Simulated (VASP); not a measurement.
# Ti (P6_3/mmc) in VASP: further runs, part 3 of 3

VASP 6.6.1. Earlier steps stand in the parts before.

## Step 4: Electric field gradients, PBE (volume scaled by 0.97)

The input, INCAR:

```
  PREC = Accurate
  ENCUT = 520
  EDIFF = 1E-8
  ISMEAR = -1
  SIGMA = 0.08
  LREAL = F
  LASPH = T
  NELM = 60
  ALGO = Normal
  ISIF = 2
  LWAVE = F
  LCHARG = F
  GGA = PE
  LEFG = T
  NBANDS = 19
```

The input, KPOINTS:

```
regular mesh
0
Gamma
  13 13 7
```

The input, POSCAR:

```
Ti
1.0
    2.9201978648      0.0000000000      0.0000000000
   -1.4600989324      2.5289655350      0.0000000000
    0.0000000000      0.0000000000      4.6386634303
Ti
2
Direct
    0.3333333333      0.6666666667      0.2500000000
    0.6666666667      0.3333333333      0.7500000000
```

Potentials or basis: VASP PAW PBE potentials, release 64 (Ti_sv).

Launch:

```sh
> cat potpaw_PBE.64/Ti_sv/POTCAR > POTCAR
> mpirun -np 1 vasp_std > vasp.out
```

OUTCAR:

```text
PREC = Accurate
   ENCUT = 520
   EDIFF = 1E-8
   ISMEAR = -1
   LREAL = F
   LASPH = T
   NELM = 60
   ISIF = 2
   GGA = PE

 ion  position               nearest neighbor table
   1  0.333  0.667  0.250-   2 2.87   2 2.87   2 2.87   2 2.87   2 2.87   2 2.87
   2  0.667  0.333  0.750-   1 2.87   1 2.87   1 2.87   1 2.87   1 2.87   1 2.87

  LATTYP: Found a hexagonal cell.
 ALAT       =     2.9201978648
 C/A-ratio  =     1.5884757284

  Lattice vectors:

 A1 = (   2.9201978648,   0.0000000000,   0.0000000000)
 A2 = (  -1.4600989324,   2.5289655350,   0.0000000000)
 A3 = (   0.0000000000,   0.0000000000,   4.6386634303)

Analysis of symmetry for initial positions (statically):
=====================================================================
 Subroutine PRICEL returns:
 Original cell was already a primitive cell.

 Routine SETGRP: Setting up the symmetry group for a
 hexagonal supercell.

 Subroutine GETGRP returns: Found 24 space group operations
 (whereof 12 operations were pure point group operations)
 out of a pool of 24 trial point group operations.

The static configuration has the point symmetry D_3d.
 The point group associated with its full space group is D_6h.

Analysis of symmetry for dynamics (positions and initial velocities):
=====================================================================
 Subroutine PRICEL returns:
 Original cell was already a primitive cell.

 Routine SETGRP: Setting up the symmetry group for a
 hexagonal supercell.

 Subroutine GETGRP returns: Found 24 space group operations
 (whereof 12 operations were pure point group operations)
 out of a pool of 24 trial point group operations.

The dynamic configuration has the point symmetry D_3d.
 The point group associated with its full space group is D_6h.

 Subroutine INISYM returns: Found 24 space group operations
 (whereof 12 operations are pure point group operations),
 and found     1 'primitive' translations

----------------------------------------------------------------------------------------

                                     Primitive cell

  volume of cell :      34.2569

  direct lattice vectors                    reciprocal lattice vectors
     2.920197865  0.000000000  0.000000000     0.342442549  0.197709298  0.000000000
    -1.460098932  2.528965535  0.000000000     0.000000000  0.395418596  0.000000000
     0.000000000  0.000000000  4.638663430     0.000000000  0.000000000  0.215579340

  length of vectors
     2.920197865  2.920197865  4.638663430     0.395418596  0.395418596  0.215579340

  position of ions in fractional coordinates (direct lattice)
     0.333333333  0.666666667  0.250000000
     0.666666667  0.333333333  0.750000000

  ion indices of the primitive-cell ions
   primitive index   ion index
                 1           1
                 2           2

----------------------------------------------------------------------------------------

 KPOINTS: regular mesh
[... 68 lines left out ...]
   EDIFF  = 0.1E-07   stopping-criterion for ELM
   LREAL  =      F    real-space projection
   EDIFFG = 0.1E-06   stopping-criterion for IOM
   NSW    =      0    number of steps for IOM
   IBRION =     -1    ionic relax: 0-MD 1-quasi-New 2-CG
   NFREE  =      0    steps in history (QN), initial steepest desc. (CG)
   ISIF   =      2    stress and relaxation
   ISYM   =      2    0-nonsym 1-usesym 2-fastsym
   POTIM  = 0.5000    time-step for ionic-motion
   TEBEG  =    0.0;   TEEND  =   0.0 temperature during run
   PSTRESS=    0.0 pullay stress
   NELECT =      24.0000    total number of electrons
   NUPDOWN=      -1.0000    fix difference up-down
   EMIN   =  10.00;   EMAX   =-10.00  energy-range for DOS
   EFERMI =   0.00;   METHOD = LEGACY
   ISMEAR =    -1;   SIGMA  =   0.08  broadening in eV -4-tet -1-fermi 0-gaus
   EFERMI_NEDOS =   21; number of points for ismear=-14 and -15
   IALGO  =     38    algorithm
   IMIX   =      4    mixing-type and parameters
     AMIX     =   0.40;   BMIX     =  1.00
     AMIX_MAG =   1.60;   BMIX_MAG =  1.00
  volume/ion in A,a.u.               =      17.13       115.59
  Fermi-wavevector in a.u.,A,eV,Ry     =   1.453994  2.747650 28.764050  2.114098
  Thomas-Fermi vector in A             =   2.571196
   LORBIT       =      0    0 simple, 1 ext, 2 COOP (PROOUT), +10 PAW based schemes
   GGA     = PE    functional components
   LHFCALC =     F    Hartree Fock is set to
   AEXX    =    0.0000 exact exchange contribution
   IVDW    =     0    specifies the selected vdW correction
   LEPSILON=     F    determine dielectric tensor
   LRPA    =     F    only Hartree local field effects (RPA)
 non-spin polarized calculation
  energy-cutoff  :      520.00
  volume of cell :       34.26
 maximum number of plane-waves:       941
 NGX is ok and might be reduce to    24
   NGX = 11   NGY = 11   NGZ = 17

 number of electron      23.9999999 magnetization

 Free energy of the ion-electron system (eV)
  ---------------------------------------------------
  ext. energy  EPLUGINS =         0.00000000
  ---------------------------------------------------
  free energy    TOTEN  =       -15.69179457 eV

  energy without entropy =      -15.64466630  energy(sigma->0) =      -15.66823043

 E-fermi :   8.4744     XC(G=0): -11.5629

 val. band max:        8.4720777671   @ k =   0.0000   0.0000   0.4286
 cond. band min:       8.4855434445   @ k =   0.0769   0.0769   0.4286
 fundamental gap:      0.0134656774
 Fermi energy:         8.4744432093

 k-point     1 :       0.0000    0.0000    0.0000
  band No.  band energies     occupation
      1     -48.3483      2.00000
      2     -48.2052      2.00000
      3     -24.9470      2.00000
      4     -24.2808      2.00000
      5     -24.2808      2.00000
      6     -24.2106      2.00000
[... 505 lines left out ...]
      6     -24.3092      2.00000
[... 11 lines left out ...]
     18      10.3002      0.00000
     19      11.8305      0.00000

 [... further k-points ...]
[... 5 lines left out ...]
  --------------------------------------------------------------------------------------
  -------------------------------------------------------------------------------------
  Total        0.3487698      0.3487698      0.2822482     -0.0000000     -0.0000000     -0.0000000
  in kB       16.3117812     16.3117812     13.2006000     -0.0000000     -0.0000000     -0.0000000
  external PRESSURE =      15.2747208 kB  Pullay stress =       0.0000000 kB

 VOLUME and BASIS-vectors are now :
 -----------------------------------------------------------------------------
  energy-cutoff  :      520.00
  volume of cell :       34.26
      direct lattice vectors                 reciprocal lattice vectors
     2.920197865  0.000000000  0.000000000     0.342442549  0.197709298  0.000000000
    -1.460098932  2.528965535  0.000000000     0.000000000  0.395418596  0.000000000
     0.000000000  0.000000000  4.638663430     0.000000000  0.000000000  0.215579340

 POSITION                                       TOTAL-FORCE (eV/Angst)
 -----------------------------------------------------------------------------------
     -0.00000      1.68598      1.15967         0.000000     -0.000000      0.000000
      1.46010      0.84299      3.47900        -0.000000      0.000000      0.000000
 -----------------------------------------------------------------------------------
    total drift:                               -0.000000      0.000000     -0.000000

  FREE ENERGIE OF THE ION-ELECTRON SYSTEM (eV)
  ---------------------------------------------------
  free  energy   TOTEN  =       -15.6917945667 eV

  energy  without entropy=      -15.6446662976  energy(sigma->0) =      -15.66823043

 Electric field gradients (V/A^2)
---------------------------------------------------------------------
 ion       V_xx      V_yy      V_zz      V_xy      V_xz      V_yz
---------------------------------------------------------------------
   1      -8.858    -8.857    17.715     0.000     0.000    -0.000
   2      -8.858    -8.857    17.715     0.000    -0.000     0.000
---------------------------------------------------------------------

 Electric field gradients after diagonalization (V/A^2)
 (convention: |V_zz| > |V_xx| > |V_yy|)
----------------------------------------------------------------------
 ion       V_xx      V_yy      V_zz     asymmetry (V_yy - V_xx)/ V_zz
----------------------------------------------------------------------
   1      -8.858    -8.857    17.715       0.000
   2      -8.858    -8.857    17.715       0.000
----------------------------------------------------------------------

           NMR quadrupolar parameters

 Cq : quadrupolar parameter    Cq=e*Q*V_zz/h
 eta: asymmetry parameters     (V_yy - V_xx)/ V_zz
 Q  : nuclear electric quadrupole moment in mb (millibarn)
----------------------------------------------------------------------
 ion       Cq(MHz)       eta       Q (mb)
----------------------------------------------------------------------
   1       0.043       0.000       1.000
   2       0.043       0.000       1.000
----------------------------------------------------------------------
```

OSZICAR:

```text
N       E                     dE             d eps       ncg     rms          rms(c)
DAV:   1     0.260555838889E+03    0.26056E+03   -0.12985E+04  3192   0.158E+03
DAV:   2     0.123210273923E+02   -0.24823E+03   -0.24432E+03  3279   0.440E+02
DAV:   3    -0.164012821751E+02   -0.28722E+02   -0.28375E+02  5927   0.123E+02
DAV:   4    -0.176634972207E+02   -0.12622E+01   -0.12603E+01  3719   0.263E+01
DAV:   5    -0.177205865131E+02   -0.57089E-01   -0.57085E-01  4668   0.407E+00    0.120E+01
DAV:   6    -0.156862744368E+02    0.20343E+01   -0.73446E+00  3721   0.273E+01    0.304E+00
DAV:   7    -0.156714991914E+02    0.14775E-01   -0.70094E-01  4822   0.616E+00    0.208E+00
DAV:   8    -0.156994863663E+02   -0.27987E-01   -0.20423E-01  3477   0.518E+00    0.722E-01
DAV:   9    -0.156913606497E+02    0.81257E-02   -0.44655E-02  3597   0.217E+00    0.700E-02
DAV:  10    -0.156917754605E+02   -0.41481E-03   -0.33229E-03  4610   0.342E-01    0.788E-02
DAV:  11    -0.156918058983E+02   -0.30438E-04   -0.10234E-04  4031   0.731E-02    0.392E-02
DAV:  12    -0.156917929928E+02    0.12906E-04   -0.38442E-05  3493   0.548E-02    0.299E-03
DAV:  13    -0.156917934853E+02   -0.49257E-06   -0.11922E-06  4223   0.916E-03    0.997E-04
DAV:  14    -0.156917943949E+02   -0.90956E-06   -0.11488E-07  3925   0.234E-03    0.243E-04
DAV:  15    -0.156917945956E+02   -0.20071E-06   -0.19586E-08  2661   0.717E-04    0.136E-04
DAV:  16    -0.156917945620E+02    0.33603E-07   -0.14870E-09  1761   0.395E-04    0.684E-05
DAV:  17    -0.156917945667E+02   -0.46898E-08   -0.48775E-10  1728   0.184E-04
   1 F= -.15691795E+02 E0= -.15668230E+02  d E =-.471283E-01
```

Wall time 40 s (1 thread of Intel Xeon 6975P-C, shared host); peak memory 0.18 GiB.

Results:

* Free energy: -15.6918 eV
* Pressure: 1.5 GPa
* Band gap on the k mesh: zero (band 12 reaches 9.27 eV, above the bottom of band 13 at 8.15 eV)

Stress tensor (GPa, compression positive):
```
1.63 0.00 0.00
0.00 1.63 0.00
0.00 0.00 1.32
```

Levels at points of the mesh, in eV from the Fermi level:
| k point | band 10 | band 11 | band 12 | band 13 | band 14 | band 15 |
| --- | --- | --- | --- | --- | --- | --- |
| (0.00, 0.00, 0.00) | -2.71 | 0.79 | 0.80 | 0.80 | 0.89 | 1.30 |

Electric field gradients, principal values (V/Å²):
```tsv
atom	least	middle	greatest (by size)
1 Ti	-8.857	-8.858	17.715
2 Ti	-8.857	-8.858	17.715
```

Caveat: the cell differs from its parent crystal (volume scaled by 0.97); without QUAD_EFG the Cq values of the log hold for a quadrupole moment of 1 mb, not for the nuclei.

## Step 5: Electric field gradients, PBE

This run uses another cell than the first one, of 17.66 Å³/atom, 1.063 times its volume.

The input, INCAR:

```
SYSTEM = Ti
ALGO = Normal
EDIFF = 1E-8
ENCUT = 520
GGA = PE
ISIF = 2
ISMEAR = -1
LASPH = .True.
LCHARG = .False.
LEFG = .True.
LREAL = .False.
LWAVE = .False.
NBANDS = 19
NELM = 60
PREC = Accurate
SIGMA = 0.08
```

The input, KPOINTS:

```
k-points
0
Gamma
  13 13 7
  0 0 0
```

The input, POSCAR:

```
Ti
1.0
    2.9499978604      0.0000000000      0.0000000000
   -1.4749989302      2.5547730882      0.0000000000
    0.0000000000      0.0000000000      4.6860000000
Ti
2
Direct
    0.3333333333      0.6666666667      0.2500000000
    0.6666666667      0.3333333333      0.7500000000
```

Potentials or basis: VASP PAW PBE potentials, release 64 (Ti_sv).

Launch:

```sh
> cat potpaw_PBE.64/Ti_sv/POTCAR > POTCAR
> mpirun -np 1 vasp_std > vasp.out
```

OUTCAR:

```text
SYSTEM = Ti
   EDIFF = 1E-8
   ENCUT = 520
   GGA = PE
   ISIF = 2
   ISMEAR = -1
   LASPH = .True.
   LREAL = .False.
   NELM = 60
   PREC = Accurate

 ion  position               nearest neighbor table
   1  0.333  0.667  0.250-   2 2.90   2 2.90   2 2.90   2 2.90   2 2.90   2 2.90
   2  0.667  0.333  0.750-   1 2.90   1 2.90   1 2.90   1 2.90   1 2.90   1 2.90

  LATTYP: Found a hexagonal cell.
 ALAT       =     2.9499978604
 C/A-ratio  =     1.5884757284

  Lattice vectors:

 A1 = (   2.9499978604,   0.0000000000,   0.0000000000)
 A2 = (  -1.4749989302,   2.5547730882,   0.0000000000)
[... 743 lines left out ...]
  free  energy   TOTEN  =       -15.6909851837 eV

  energy  without entropy=      -15.6423242765  energy(sigma->0) =      -15.66665473

 Electric field gradients (V/A^2)
---------------------------------------------------------------------
 ion       V_xx      V_yy      V_zz      V_xy      V_xz      V_yz
---------------------------------------------------------------------
   1      -8.234    -8.234    16.469    -0.000     0.000    -0.000
   2      -8.234    -8.234    16.469    -0.000    -0.000     0.000
---------------------------------------------------------------------

 Electric field gradients after diagonalization (V/A^2)
 (convention: |V_zz| > |V_xx| > |V_yy|)
----------------------------------------------------------------------
 ion       V_xx      V_yy      V_zz     asymmetry (V_yy - V_xx)/ V_zz
----------------------------------------------------------------------
   1      -8.234    -8.234    16.469       0.000
   2      -8.234    -8.234    16.469       0.000
----------------------------------------------------------------------

           NMR quadrupolar parameters

 Cq : quadrupolar parameter    Cq=e*Q*V_zz/h
 eta: asymmetry parameters     (V_yy - V_xx)/ V_zz
 Q  : nuclear electric quadrupole moment in mb (millibarn)
----------------------------------------------------------------------
 ion       Cq(MHz)       eta       Q (mb)
----------------------------------------------------------------------
   1       0.040       0.000       1.000
   2       0.040       0.000       1.000
----------------------------------------------------------------------
```

stdout:

```text
POSCAR found type information on POSCAR Ti
 POSCAR found :  1 types and       2 ions
 scaLAPACK will be used
 LDA part: xc-table for (Slater+PW92), standard interpolation
 POSCAR, INCAR and KPOINTS ok, starting setup
 FFT: planning ... GRIDC
 FFT: planning ... GRID_SOFT
 FFT: planning ... GRID
 WAVECAR not read
 entering main loop
ion   1

ion   2
```

Wall time 41 s (1 thread of Intel Xeon 6975P-C, shared host); peak memory 0.18 GiB.

Results:

```yaml
Free_energy: -15.6910 eV
Pressure: -1.8 GPa
Band_gap_on_the_k_mesh: zero (band 12 reaches 8.93 eV, above the bottom of band 13 at 7.84 eV)
```

Stress tensor (GPa, compression positive):
```
-1.70  0.00  0.00
 0.00 -1.70  0.00
 0.00  0.00 -2.08
```

Levels at points of the mesh, in eV from the Fermi level:
| k point | band 8 | band 9 | band 10 | band 11 | band 12 | band 13 | band 14 | band 15 | band 16 | band 17 |
| --- | --- | --- | --- | --- | --- | --- | --- | --- | --- | --- |
| (0.00, 0.00, 0.00) | -32.74 | -6.16 | -2.64 | 0.71 | 0.78 | 0.78 | 0.87 | 1.26 | 1.26 | 1.62 |

Electric field gradients, principal values (V/Å²):
```csv
atom,least,middle,greatest (by size)
1 Ti,-8.234,-8.234,16.469
2 Ti,-8.234,-8.234,16.469
```

Caveat: without QUAD_EFG the Cq values of the log hold for a quadrupole moment of 1 mb, not for the nuclei.

## Step 6: The runs side by side

```csv
cell,gap on the mesh (eV),pressure (GPa)
"a = 2.890, b = 2.890, c = 4.591 Å, angles 90.0, 90.0, 120.0°, 2 atoms",none,5.3
"a = 2.920, b = 2.920, c = 4.639 Å, angles 90.0, 90.0, 120.0°, 2 atoms",none,1.5
"a = 2.950, b = 2.950, c = 4.686 Å, angles 90.0, 90.0, 120.0°, 2 atoms",none,-1.8
```

Alike in all rows: task electric field gradients; level PBE; potentials or basis VASP PAW PBE potentials, release 64 (Ti_sv); no spin polarisation; k mesh 13 × 13 × 7; cutoff (eV) 520; smearing fermi-dirac 0.08 eV.

Absolute energies hang on the potentials; compare differences alone.
